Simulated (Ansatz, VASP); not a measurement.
**One calculation of CuAs, two programs**

INCAR

```
SYSTEM = CuAs
PREC = Accurate
ENCUT = 520
EDIFF = 1E-6
ISMEAR = 0
SIGMA = 0.15
LREAL = .False.
LASPH = .True.
NELM = 100
ALGO = Normal
ISIF = 2
LWAVE = .False.
LCHARG = .False.
NBANDS = 24
```

Contents of KPOINTS:

```
Automatic mesh
0
Gamma
  15 15 10
  0 0 0
```

Contents of POSCAR:

```
CuAs
1.0
    3.8778960817      0.0000000000      0.0000000000
   -1.9389480409      3.3583565200      0.0000000000
    0.0000000000      0.0000000000      4.9842753339
Cu As
2 2
Direct
    0.0000000000      0.0000000000      0.5000000000
    0.0000000000      0.0000000000      0.0000000000
    0.6666666667      0.3333333333      0.7500000000
    0.3333333333      0.6666666667      0.2500000000
```

Input for Ansatz:

```yaml
crystal:
  lattice:
    - [3.8778960817, 0.0, 0.0]
    - [-1.9389480409, 3.35835652, 0.0]
    - [0.0, 0.0, 4.9842753339]
  atoms:
    - { symbol: Cu, position: [0.0, 0.0, 0.5] }
    - { symbol: Cu, position: [0.0, 0.0, 0.0] }
    - { symbol: As, position: [0.6666666667, 0.3333333333, 0.75] }
    - { symbol: As, position: [0.3333333333, 0.6666666667, 0.25] }
basis:
  ecutwfc: 520.0
kpoints:
  mp_grid: { grid: [15, 15, 10] }
hamiltonian:
  xc: lda
scf:
  occupations: { method: gaussian, width: 0.15 }
output:
  forces: true
  stress: true
  eigenvalues: true
```

Alike in both runs: task single point; functional LDA; k mesh 15 × 15 × 10; occupations gaussian, width 0.15 eV; no spin polarisation.

|  | VASP | Ansatz |
| --- | --- | --- |
| version | VASP 6.6.1 | Ansatz 0.2.0 |
| potentials or method | VASP PAW LDA potentials, release 64 (Cu, As), cutoff 520 eV | scalar-relativistic, plane waves, PAW |
| valence electrons in the cell | 32 | 68 |

```csv
,VASP,Ansatz,Ansatz less VASP
gap on the k mesh at the Fermi level (eV),none,none,-
pressure (GPa),-7.8,-8.3,-0.48
"traceless stress, the component that is largest in VASP (GPa)",-0.19,-0.23,-0.042
```

LDA's correlation is that of Perdew and Zunger in VASP and of Perdew and Wang (1992) in Ansatz. A gap of «none» marks a metal or a gap that the smearing closes. VASP's potentials hold 32 valence electrons a cell and Ansatz's 68, so a difference there can come from the potentials and not from the codes.
